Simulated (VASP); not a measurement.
A run of VASP 6.6.1:

The input INCAR:

```
ALGO = Normal ; EDIFF = 1E-7
EDIFFG = -0.05 ; ENCUT = 600
GGA = PS ; IBRION = 2
ISIF = 3 ; ISMEAR = 0
ISPIN = 2 ; LASPH = T
LCHARG = F ; LMAXMIX = 4
LORBIT = 11 ; LREAL = F
LWAVE = F ; MAGMOM = 2.64 0.33
NELM = 150 ; NSW = 100
PREC = Accurate ; SIGMA = 0.1
```

The input KPOINTS:

```
k-points
0
Gamma
  12 12 12
```

Contents of POSCAR:

```
CoO
1.0
    1.5054695445      0.8691832468      2.4399269062
   -1.5054695445      0.8691832468      2.4399269062
    0.0000000000     -1.7383664936      2.4399269062
Co O
1 1
Direct
    0.0000000000      0.0000000000      0.0000000000
    0.5000000000      0.5000000000      0.5000000000
```

Potentials or basis: VASP PAW PBE potentials, release 64 (Co, O).

The run is started by

```sh
$ cat potpaw_PBE.64/Co/POTCAR potpaw_PBE.64/O/POTCAR > POTCAR
$ mpirun -np 1 vasp_std > vasp.out
```

Hardware: 1 thread of AMD EPYC 7R13 (shared host).

Problem. How long does it take, and how much memory?

Solution. It took 7.3 min on 1 thread of AMD EPYC 7R13, with other jobs on the host, peak memory 0.2 GiB. Counts: scf iterations 39, k points 189, ion steps 3.
